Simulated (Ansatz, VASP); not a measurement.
## Two plane-wave programs on HfPdSe2

File INCAR:

```
PREC = Accurate
ENCUT = 520
EDIFF = 1E-6
ISMEAR = 0
SIGMA = 0.1
LREAL = F
LASPH = T
NELM = 60
ALGO = Normal
ISIF = 2
LWAVE = F
LCHARG = T
GGA = PE
LELF = T
LVHAR = T
NBANDS = 24
```

The input KPOINTS:

```
Automatic mesh
0
Gamma
  4 4 4
```

Contents of POSCAR:

```
HfPdSe2
1.0
    4.0259567700      0.0000000000      0.0000000000
    0.0000000000      4.0259567700      0.0000000000
    0.0000000000      0.0000000000      6.8727889300
Hf Pd Se
1 1 2
Direct
    0.5000000000      0.5000000000      0.5000000000
    0.5000000000      0.5000000000      0.0000000000
    0.0000000000      0.0000000000      0.5000000000
    0.0000000000      0.0000000000      0.0000000000
```

Input for Ansatz:

```yaml
crystal:
  lattice:
    - [4.02595677, 0.0, 0.0]
    - [0.0, 4.02595677, 0.0]
    - [0.0, 0.0, 6.87278893]
  atoms:
    - { symbol: Hf, position: [0.5, 0.5, 0.5] }
    - { symbol: Pd, position: [0.5, 0.5, 0.0] }
    - { symbol: Se, position: [0.0, 0.0, 0.5] }
    - { symbol: Se, position: [0.0, 0.0, 0.0] }
basis:
  ecutwfc: 420
kpoints:
  mp_grid: { grid: [4, 4, 4] }
hamiltonian:
  xc: pbe
scf:
  occupations: { method: gaussian, width: 0.1 }
  lower_state_search: "off"
output:
  forces: true
  stress: true
  eigenvalues: true
```

Alike in both runs: task single point; functional PBE; k mesh 4 × 4 × 4; occupations gaussian, width 0.1 eV; no spin polarisation.

|  | VASP | Ansatz |
| --- | --- | --- |
| version | VASP 6.6.1 | Ansatz 0.2.0 |
| potentials or method | VASP PAW PBE potentials, release 64 (Hf_pv, Pd, Se), cutoff 520 eV | scalar-relativistic, plane waves, PAW |
| valence electrons in the cell | 32 | 76 |

Ansatz gave:

| Quantity | Value |
| --- | --- |
| gap on the k mesh at the Fermi level (eV) | none |
| pressure (GPa) | -12.9 |
| traceless stress, the component that is largest in VASP (GPa) | 5.15 |

Question: What did VASP give for the same quantities?

Answer: gap on the k mesh at the Fermi level (eV): none; pressure (GPa): -13.1; traceless stress, the component that is largest in VASP (GPa): 5.28.

A gap of «none» marks a metal or a gap that the smearing closes. VASP's potentials hold 32 valence electrons a cell and Ansatz's 76, so a difference there can come from the potentials and not from the codes.

The k mesh is coarse, so the values compare programs but aren't converged. Neither program's run includes spin-orbit coupling.
